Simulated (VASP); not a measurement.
**As4S: single point with PBE**

Crystal: As4S.

```
As S
1.0
    -3.04958    3.04958    3.04958
     3.04958   -3.04958    3.04958
     3.04958    3.04958   -3.04958
As S
4 1
Direct
  0.50000 0.50000 0.50000
  0.50000 0.00000 0.00000
  0.00000 0.00000 0.50000
  0.00000 0.50000 0.00000
  0.00000 0.00000 0.00000
```

The cell was built from a structure type or drawn by symmetry, and may not be a known phase.

```
Program             : VASP 6.6.1
Task                : single point
Functional          : PBE
Potentials or basis : VASP PAW PBE potentials, release 64 (As, S)
Cutoff              : 520 eV
k mesh              : 4 × 4 × 4
Occupations         : gaussian, width 0.1 eV
Spin                : no spin polarisation
```

| Item | Value |
| --- | --- |
| Pressure | -3.8 GPa |
| Band gap on the k mesh | zero (bands 13 and 14 overlap by 2.10 eV) |

Levels at points of the mesh, in eV from the Fermi level:
```tsv
k point	band 11	band 12	band 13	band 14	band 15	band 16
(0.00, 0.00, 0.00)	-3.11	1.11	1.11	1.11	2.82	2.82
(0.50, 0.00, 0.00)	-1.46	-1.25	-0.88	-0.36	0.23	0.50
(0.50, 0.50, 0.50)	-2.19	-2.19	-2.19	-0.99	2.90	2.90
```

It took 19 s on 1 thread of Intel(R) Xeon(R) Platinum 8488C (Sapphire Rapids), with other jobs on the host, peak memory 0.23 GiB.

Caveat: the k points lie up to 0.36 Å⁻¹ apart, too coarse for converged energies and pressures of a metal.
